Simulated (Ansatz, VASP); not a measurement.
**NiO in VASP and in Ansatz**

Contents of INCAR:

```
SYSTEM = NiO
  ALGO = Normal
  EDIFF = 1E-6
  ENCUT = 520
  ISIF = 2
  ISMEAR = 0
  ISPIN = 2
  LASPH = .TRUE.
  LCHARG = .FALSE.
  LDAU = .TRUE.
  LDAUJ = 0 0
  LDAUL = 2 -1
  LDAUPRINT = 1
  LDAUTYPE = 2
  LDAUU = 4.2 0
  LMAXMIX = 4
  LORBIT = 11
  LREAL = .FALSE.
  LWAVE = .FALSE.
  MAGMOM = 2 -2 0 0
  NBANDS = 28
  NELM = 150
  PREC = Accurate
  SIGMA = 0.05
```

The input KPOINTS:

```
k-points
0
G
  6 6 6
  0 0 0
```

POSCAR

```
NiO
1.0
    0.0000000000      2.0913095126      2.0913095126
    2.0913095126      0.0000000000      2.0913095126
    4.1826190252      4.1826190252      0.0000000000
Ni O
2 2
Direct
    0.0000000000      0.0000000000      0.0000000000
    0.0000000000      0.0000000000      0.5000000000
    0.5000000000      0.5000000000      0.2500000000
    0.5000000000      0.5000000000      0.7500000000
```

Input for Ansatz:

```yaml
crystal:
  lattice:
    - [0.0, 2.0913095126, 2.0913095126]
    - [2.0913095126, 0.0, 2.0913095126]
    - [4.1826190252, 4.1826190252, 0.0]
  atoms:
    - { symbol: Ni, position: [0.0, 0.0, 0.0], spin: 2.0 }
    - { symbol: O, position: [0.5, 0.5, 0.25] }
    - { symbol: Ni, position: [0.0, 0.0, 0.5], spin: -2.0 }
    - { symbol: O, position: [0.5, 0.5, 0.75] }
basis:
  ecutwfc: 420
  ecutrho_ratio: 4
kpoints:
  mp_grid: { grid: [6, 6, 6] }
hamiltonian:
  xc: lda
  hubbard: { sites: [{ species: Ni, l: d, u_eff: 4.2 }] }
scf:
  occupations: { method: gaussian, width: 0.05 }
output:
  forces: true
  stress: true
  eigenvalues: true
  populations: true
  hubbard: { sites: [{ species: Ni, l: d }] }
  write_density: true
  write_potential: true
  elf: true
  volumetric_format: npy
magnetization:
  spin_polarized: true
```

Alike in both runs: task single point; functional LDA; k mesh 6 × 6 × 6; occupations gaussian, width 0.05 eV; collinear spin; Hubbard terms Ni d U = 4.2 eV.

|  | VASP | Ansatz |
| --- | --- | --- |
| version | VASP 6.6.1 | Ansatz 0.2.0 |
| potentials or method | VASP PAW LDA potentials, release 64 (Ni, O), cutoff 520 eV | scalar-relativistic, plane waves, PAW |
| valence electrons in the cell | 32 | 48 |

Ansatz gave:

| Item | Value |
| --- | --- |
| gap on the k mesh at the Fermi level (eV) | 2.30 |
| least direct gap on the mesh (eV) | 2.74 |
| pressure (GPa) | -11.9 |
| net moment per atom (μB) | 0.00 |
| size of the moment on the site where the two differ most (μB) | 1.55 |

Problem. Estimate VASP's values.

Solution. gap on the k mesh at the Fermi level (eV): 2.33; least direct gap on the mesh (eV): 2.74; pressure (GPa): -18.4; net moment per atom (μB): 0.00; size of the moment on the site where the two differ most (μB): 1.58.

LDA's correlation is that of Perdew and Zunger in VASP and of Perdew and Wang (1992) in Ansatz. Site moments also hang on the region over which each program counts them. The programs project onto different local orbitals, so the same U acts differently, and such runs can settle in different states. VASP's potentials hold 32 valence electrons a cell and Ansatz's 48, so a difference there can come from the potentials and not from the codes.

The k mesh is coarse, so the values compare programs but aren't converged.
